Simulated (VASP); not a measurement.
Here is a VASP 6.6.1 calculation.

INCAR

```
SYSTEM = SiC
PREC = Accurate ; ENCUT = 520
EDIFF = 1E-6 ; ISMEAR = 0
SIGMA = 0.01 ; LREAL = .False.
LASPH = .True. ; NELM = 60
ALGO = Normal ; ISIF = 2
LWAVE = .False. ; LCHARG = .False.
GGA = PE ; NBANDS = 11
```

File KPOINTS:

```
regular mesh
0
Gamma
  7 7 7
  0 0 0
```

The input POSCAR:

```
SiC
1.0
    0.0000000000      2.1643753983      2.1643753983
    2.1643753983      0.0000000000      2.1643753983
    2.1643753983      2.1643753983      0.0000000000
Si C
1 1
Direct
    0.0000000000      0.0000000000      0.0000000000
    0.2500000000      0.2500000000      0.2500000000
```

Potentials or basis: VASP PAW PBE potentials, release 64 (Si, C).

The run is started by

```bash
$ cat potpaw_PBE.64/Si/POTCAR potpaw_PBE.64/C/POTCAR > POTCAR
$ mpirun -np 1 vasp_std > vasp.out
```

Predict the band gap on the k mesh.

1.58 eV, indirect (least direct gap 4.70 eV).

Estimate the pressure.

8.0 GPa.

A k mesh can miss the band edges.
